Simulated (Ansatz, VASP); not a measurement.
**One calculation of CdS, two programs**

```
CELL_PARAMETERS angstrom
4.16462 0.00000 0.00000
-2.08231 3.60667 0.00000
0.00000 0.00000 6.76598
ATOMIC_POSITIONS crystal
Cd 0.33333 0.66667 0.99903
Cd 0.66667 0.33333 0.49903
S 0.33333 0.66667 0.37597
S 0.66667 0.33333 0.87597
```

Alike in both runs: task single point; functional PBE; k mesh 12 × 12 × 4; no spin polarisation.

```csv
,VASP,Ansatz
version,VASP 6.6.1,Ansatz 0.2.0
potentials or method,"VASP PAW PBE potentials, release 64 (Cd, S)","plane waves, PAW"
plane-wave cutoff (eV),520,420
occupations,"gaussian, width 0.01 eV",fixed
valence electrons in the cell,36,52
```

|  | VASP | Ansatz | Ansatz less VASP |
| --- | --- | --- | --- |
| gap on the k mesh at the Fermi level (eV) | 1.17 | 1.17 | -0.002 |
| pressure (GPa) | 1.7 | 1.4 | -0.33 |
| traceless stress, the component that is largest in VASP (GPa) | 0.05 | 0.05 | -0.001 |

VASP's potentials hold 36 valence electrons a cell and Ansatz's 52, so a difference there can come from the potentials and not from the codes.
